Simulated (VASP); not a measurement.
Write the native input for VASP 6.6.1 that does the following.

```yaml
Task: single point
Functional: PBEsol
Potentials_or_basis: VASP PAW PBE potentials, release 64 (Si, O)
Cutoff: 520 eV
k_mesh: 6 × 6 × 4
Occupations: gaussian, width 0.02 eV
Spin: no spin polarisation
Dipole_correction: no
Further_INCAR_settings: ALGO = Normal; EDIFF = 1e-07; NBANDS = 44
```

The structure of SiO2 lies in POSCAR:

```
SiO2
1.0
    5.1786149089      0.0000000000      0.0000000000
    0.0000000000      5.1786149089      0.0000000000
    0.0000000000      0.0000000000      7.0920928915
Si O
4 8
Direct
    0.2154789751      0.2154789751      0.0000000000
    0.2845210249      0.7154789751      0.7500000000
    0.7154789751      0.2845210249      0.2500000000
    0.7845210249      0.7845210249      0.5000000000
    0.5733344321      0.7442451036      0.6654249200
    0.4266655679      0.2557548964      0.1654249200
    0.7442451036      0.5733344321      0.3345750800
    0.2442451036      0.9266655679      0.9154249200
    0.2557548964      0.4266655679      0.8345750800
    0.0733344321      0.7557548964      0.5845750800
    0.9266655679      0.2442451036      0.0845750800
    0.7557548964      0.0733344321      0.4154249200
```

This cell differs from its parent crystal: biaxial strain in the a-b plane: +3.0 %, then relaxed in part.

The input as run:

INCAR

```
SYSTEM = SiO2
  ALGO = Normal
  EDIFF = 1E-7
  ENCUT = 520
  GGA = PS
  ISIF = 2
  ISMEAR = 0
  LASPH = .TRUE.
  LCHARG = .FALSE.
  LREAL = .FALSE.
  LWAVE = .FALSE.
  NBANDS = 44
  NELM = 100
  PREC = Accurate
  SIGMA = 0.02
```

KPOINTS

```
k-points
0
G
  6 6 4
  0 0 0
```

Potentials or basis: VASP PAW PBE potentials, release 64 (Si, O).

The run is started by

```console
$ cat potpaw_PBE.64/Si/POTCAR potpaw_PBE.64/O/POTCAR > POTCAR
$ mpirun -np 1 vasp_std > vasp.out
```

Results of the run:

- Pressure: -0.5 GPa
- Largest force: 0.021 eV/Å
- Band gap on the k mesh: 5.47 eV

Caveat: the cell differs from its parent crystal (biaxial strain in the a-b plane: +3.0 %, then relaxed in part); the PAW data sets were made with another functional, which shifts forces and pressure a little.

Wall time 3.2 min on 1 thread of Intel(R) Xeon(R) Platinum 8259CL CPU @ 2.50GHz (Skylake/Cascade Lake), with other jobs on the host, peak memory 0.38 GiB.
